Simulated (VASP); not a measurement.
# B (Pm-3m) in VASP: single point with PBE

Aim: the single point of B with PBE.

Everything below comes from runs of VASP 6.6.1. Logs are shortened: lines on timing, memory, paths and dates and some standing lists are left out, and cuts for length are marked.

### Step 1. The cell of the first run

Symmetry: Pm-3m, No. 221, cubic system. The conventional cell has a = 1.885 Å, b = 1.885 Å, c = 1.885 Å, α = 90.00°, β = 90.00°, γ = 90.00°. Within 2.5 Å of B (site symmetry m-3m) lie 6 B at 1.89 Å.

### Step 2. Single point, PBE

INCAR reads:

```
PREC     = Accurate       # precision mode
ENCUT    = 500            # plane-wave cutoff, eV
EDIFF    = 1E-6           # SCF threshold, eV
ISMEAR   = 0              # smearing method
SIGMA    = 0.1            # smearing width, eV
LREAL    = False          # projectors in reciprocal space
LASPH    = True           # aspherical terms in the spheres
NELM     = 120            # most SCF steps
ALGO     = Normal         # electronic algorithm
ISIF     = 2              # what is computed and relaxed
LWAVE    = False          # write WAVECAR
LCHARG   = False          # write CHGCAR
GGA      = PE             # functional
NBANDS   = 8              # bands
GGA_COMPAT= False
```

KPOINTS reads:

```
regular mesh
0
Gamma
  28 28 28
```

POSCAR reads:

```
B
1.0
    1.8850225704      0.0000000000      0.0000000000
    0.0000000000      1.8850225704      0.0000000000
    0.0000000000      0.0000000000      1.8850225704
B
1
Direct
    0.5000000000      0.5000000000      0.5000000000
```

Potentials or basis: VASP PAW PBE potentials, release 64 (B).

Started as:

```console
$ cat potpaw_PBE.64/B/POTCAR > POTCAR
$ mpirun -np 1 vasp_std > vasp.out
```

OUTCAR:

```text
PREC = Accurate
   ENCUT = 500
   EDIFF = 1E-6
   ISMEAR = 0
   LREAL = False
   LASPH = True
   NELM = 120
   ISIF = 2
   GGA = PE

 ion  position               nearest neighbor table
   1  0.500  0.500  0.500-

  LATTYP: Found a simple cubic cell.
 ALAT       =     1.8850225704

  Lattice vectors:

 A1 = (   1.8850225704,   0.0000000000,   0.0000000000)
 A2 = (   0.0000000000,   1.8850225704,   0.0000000000)
 A3 = (   0.0000000000,   0.0000000000,   1.8850225704)

Analysis of symmetry for initial positions (statically):
=====================================================================
 Subroutine PRICEL returns:
 Original cell was already a primitive cell.

 Routine SETGRP: Setting up the symmetry group for a
 simple cubic supercell.

 Subroutine GETGRP returns: Found 48 space group operations
 (whereof 48 operations were pure point group operations)
 out of a pool of 48 trial point group operations.

The static configuration has the point symmetry O_h .

Analysis of symmetry for dynamics (positions and initial velocities):
=====================================================================
 Subroutine PRICEL returns:
 Original cell was already a primitive cell.

 Routine SETGRP: Setting up the symmetry group for a
 simple cubic supercell.

 Subroutine GETGRP returns: Found 48 space group operations
 (whereof 48 operations were pure point group operations)
 out of a pool of 48 trial point group operations.

The dynamic configuration has the point symmetry O_h .

 Subroutine INISYM returns: Found 48 space group operations
 (whereof 48 operations are pure point group operations),
 and found     1 'primitive' translations

----------------------------------------------------------------------------------------

                                     Primitive cell

  volume of cell :       6.6981

  direct lattice vectors                    reciprocal lattice vectors
     1.885022570  0.000000000  0.000000000     0.530497627  0.000000000  0.000000000
     0.000000000  1.885022570  0.000000000     0.000000000  0.530497627  0.000000000
     0.000000000  0.000000000  1.885022570     0.000000000  0.000000000  0.530497627

  length of vectors
     1.885022570  1.885022570  1.885022570     0.530497627  0.530497627  0.530497627

  position of ions in fractional coordinates (direct lattice)
     0.500000000  0.500000000  0.500000000

  ion indices of the primitive-cell ions
   primitive index   ion index
                 1           1

----------------------------------------------------------------------------------------

 KPOINTS: regular mesh

Automatic generation of k-mesh.
 Grid dimensions read from file:
 generate k-points for:   28   28   28

 Generating k-lattice:

  Cartesian coordinates                     Fractional coordinates (reciprocal lattice)
     0.018946344  0.000000000  0.000000000     0.035714286  0.000000000  0.000000000
     0.000000000  0.018946344  0.000000000     0.000000000  0.035714286  0.000000000
     0.000000000  0.000000000  0.018946344     0.000000000  0.000000000  0.035714286

  Length of vectors
     0.018946344  0.018946344  0.018946344

  Shift w.r.t. Gamma in fractional coordinates (k-lattice)
     0.000000000  0.000000000  0.000000000

 Subroutine IBZKPT returns following result:
 ===========================================

 Found    680 irreducible k-points:

 Following reciprocal coordinates:
            Coordinates               Weight
  0.000000  0.000000  0.000000      1.000000
  0.035714  0.000000  0.000000      6.000000
  0.071429  0.000000  0.000000      6.000000
  0.107143  0.000000  0.000000      6.000000
  0.142857  0.000000  0.000000      6.000000
  0.178571  0.000000  0.000000      6.000000
[... 16 lines left out ...]
  0.285714  0.035714  0.000000     24.000000
  0.321429  0.035714  0.000000     24.000000
 [... further k-points ...]
   k-points           NKPTS =    680   k-points in BZ     NKDIM =    680   number of bands    NBANDS=      8
   number of dos      NEDOS =    301   number of ions     NIONS =      1
   total plane-waves  NPLWV =   2744
   dimension x,y,z NGX =    14 NGY =   14 NGZ =   14
   dimension x,y,z NGXF=    28 NGYF=   28 NGZF=   28
   ions per type =               1
   NGX,Y,Z   is equivalent  to a cutoff of  12.35, 12.35, 12.35 a.u.
   NGXF,Y,Z  is equivalent  to a cutoff of  24.69, 24.69, 24.69 a.u.
 SYSTEM =  unknown system
   PREC   = accura    normal or accurate (medium, high low for compatibility)
   ISTART =      0    job   : 0-new  1-cont  2-samecut
   ICHARG =      2    charge: 1-file 2-atom 10-const
   ISPIN  =      1    spin polarized calculation?
   LNONCOLLINEAR =      F non collinear calculations
   LSORBIT =      F    spin-orbit coupling
   LASPH  =      T    aspherical Exc in radial PAW
   ENCUT  =  500.0 eV  36.75 Ry    6.06 a.u.   3.44  3.44  3.44*2*pi/ulx,y,z
   NELM   =    120;   NELMIN=  2; NELMDL= -5     # of ELM steps
   EDIFF  = 0.1E-05   stopping-criterion for ELM
   LREAL  =      F    real-space projection
   EDIFFG = 0.1E-04   stopping-criterion for IOM
   NSW    =      0    number of steps for IOM
   IBRION =     -1    ionic relax: 0-MD 1-quasi-New 2-CG
   NFREE  =      0    steps in history (QN), initial steepest desc. (CG)
   ISIF   =      2    stress and relaxation
   ISYM   =      2    0-nonsym 1-usesym 2-fastsym
   POTIM  = 0.5000    time-step for ionic-motion
   TEBEG  =    0.0;   TEEND  =   0.0 temperature during run
   PSTRESS=    0.0 pullay stress
   NELECT =       3.0000    total number of electrons
   NUPDOWN=      -1.0000    fix difference up-down
   EMIN   =  10.00;   EMAX   =-10.00  energy-range for DOS
   EFERMI =   0.00;   METHOD = LEGACY
   ISMEAR =     0;   SIGMA  =   0.10  broadening in eV -4-tet -1-fermi 0-gaus
   EFERMI_NEDOS =   21; number of points for ismear=-14 and -15
   IALGO  =     38    algorithm
   IMIX   =      4    mixing-type and parameters
     AMIX     =   0.40;   BMIX     =  1.00
     AMIX_MAG =   1.60;   BMIX_MAG =  1.00
  volume/ion in A,a.u.               =       6.70        45.20
  Fermi-wavevector in a.u.,A,eV,Ry     =   1.252560  2.366996 21.346285  1.568908
  Thomas-Fermi vector in A             =   2.386455
   LORBIT       =      0    0 simple, 1 ext, 2 COOP (PROOUT), +10 PAW based schemes
   GGA     = PE    functional components
   LHFCALC =     F    Hartree Fock is set to
   AEXX    =    0.0000 exact exchange contribution
   IVDW    =     0    specifies the selected vdW correction
   LEPSILON=     F    determine dielectric tensor
   LRPA    =     F    only Hartree local field effects (RPA)
 non-spin polarized calculation
 Gauss-broadening in eV      SIGMA  =   0.10
  energy-cutoff  :      500.00
  volume of cell :        6.70
 maximum number of plane-waves:       178
 NGX is ok and might be reduce to    14
   NGX =  7   NGY =  7   NGZ =  7

 number of electron       3.0000000 magnetization

 Free energy of the ion-electron system (eV)
  ---------------------------------------------------
  ext. energy  EPLUGINS =         0.00000000
  ---------------------------------------------------
  free energy    TOTEN  =        -5.60851209 eV

  energy without entropy =       -5.60656671  energy(sigma->0) =       -5.60753940

 E-fermi :   7.0389     XC(G=0): -12.3815

 val. band max:        7.0188124238   @ k =   0.4286   0.4286   0.2143
 cond. band min:       7.0411489742   @ k =   0.4643   0.4643   0.2857
 fundamental gap:      0.0223365504
 Fermi energy:         7.0388718872

 k-point     1 :       0.0000    0.0000    0.0000
  band No.  band energies     occupation
      1      -8.7562      2.00000
      2      20.6395      0.00000
      3      20.6395      0.00000
      4      20.6395      0.00000
      5      31.0720      0.00000
      6      31.0720      0.00000
      7      40.1471      0.00000
      8      60.3586      0.00000

 k-point     2 :       0.0357    0.0000    0.0000
  band No.  band energies     occupation
      1      -8.7128      2.00000
      2      20.1591      0.00000
      3      20.6759      0.00000
      4      20.6759      0.00000
      5      31.1227      0.00000
      6      31.6015      0.00000
      7      40.1219      0.00000
      8      60.0030      0.00000

 k-point     3 :       0.0714    0.0000    0.0000
  band No.  band energies     occupation
      1      -8.5826      2.00000
      2      18.9402      0.00000
      3      20.7845      0.00000
      4      20.7845      0.00000
      5      31.2745      0.00000
      6      32.9585      0.00000
      7      40.0536      0.00000
      8      58.9998      0.00000

 k-point     4 :       0.1071    0.0000    0.0000
  band No.  band energies     occupation
      1      -8.3658      2.00000
      2      17.3414      0.00000
      3      20.9631      0.00000
      4      20.9631      0.00000
      5      31.5269      0.00000
      6      34.7471      0.00000
      7      39.9735      0.00000
      8      57.5258      0.00000

 k-point     5 :       0.1429    0.0000    0.0000
  band No.  band energies     occupation
      1      -8.0625      2.00000
      2      15.5864      0.00000
      3      21.2082      0.00000
      4      21.2082      0.00000
      5      31.8788      0.00000
      6      36.6197      0.00000
      7      39.9938      0.00000
      8      55.7913      0.00000
[... 177 lines left out ...]
 k-point    22 :       0.2500    0.0357    0.0000
  band No.  band energies     occupation
      1      -6.5944      2.00000
      2      10.2720      0.00000
      3      21.9086      0.00000
      4      22.3085      0.00000
      5      33.8761      0.00000
      6      38.0968      0.00000
      7      44.0437      0.00000
      8      50.0215      0.00000

 k-point    23 :       0.2857    0.0357    0.0000
  band No.  band energies     occupation
      1      -5.9501      2.00000
      2       8.5832      0.00000
      3      22.3501      0.00000
      4      22.7365      0.00000
      5      34.5812      0.00000
      6      37.7958      0.00000
      7      45.8273      0.00000
      8      48.4326      0.00000

 k-point    24 :       0.3214    0.0357    0.0000
  band No.  band energies     occupation
      1      -5.2235      2.00000
      2       6.9624      1.72044
      3      22.8029      0.00000
      4      23.1735      0.00000
      5      35.3561      0.00000
      6      37.4685      0.00000
      7      46.6901      0.00000
      8      47.3070      0.00000

 [... further k-points ...]
[... 5 lines left out ...]
  --------------------------------------------------------------------------------------
  -------------------------------------------------------------------------------------
  Total        0.0032906      0.0032906      0.0032906     -0.0000000      0.0000000     -0.0000000
  in kB        0.7871068      0.7871068      0.7871068     -0.0000000      0.0000000     -0.0000000
  external PRESSURE =       0.7871068 kB  Pullay stress =       0.0000000 kB

 VOLUME and BASIS-vectors are now :
 -----------------------------------------------------------------------------
  energy-cutoff  :      500.00
  volume of cell :        6.70
      direct lattice vectors                 reciprocal lattice vectors
     1.885022570  0.000000000  0.000000000     0.530497627  0.000000000  0.000000000
     0.000000000  1.885022570  0.000000000     0.000000000  0.530497627  0.000000000
     0.000000000  0.000000000  1.885022570     0.000000000  0.000000000  0.530497627

 POSITION                                       TOTAL-FORCE (eV/Angst)
 -----------------------------------------------------------------------------------
      0.94251      0.94251      0.94251         0.000000      0.000000      0.000000
 -----------------------------------------------------------------------------------
    total drift:                                0.000000      0.000000     -0.000000

  FREE ENERGIE OF THE ION-ELECTRON SYSTEM (eV)
  ---------------------------------------------------
  free  energy   TOTEN  =        -5.6085120903 eV

  energy  without entropy=       -5.6065667085  energy(sigma->0) =       -5.60753940
```

It took 10 s on 1 thread of Intel Xeon Platinum 8259CL at 2.50GHz (Skylake/Cascade Lake), shared host; peak memory 0.12 GiB.

What came out:

```yaml
Free_energy: -5.6085 eV
Pressure: 0.1 GPa
```
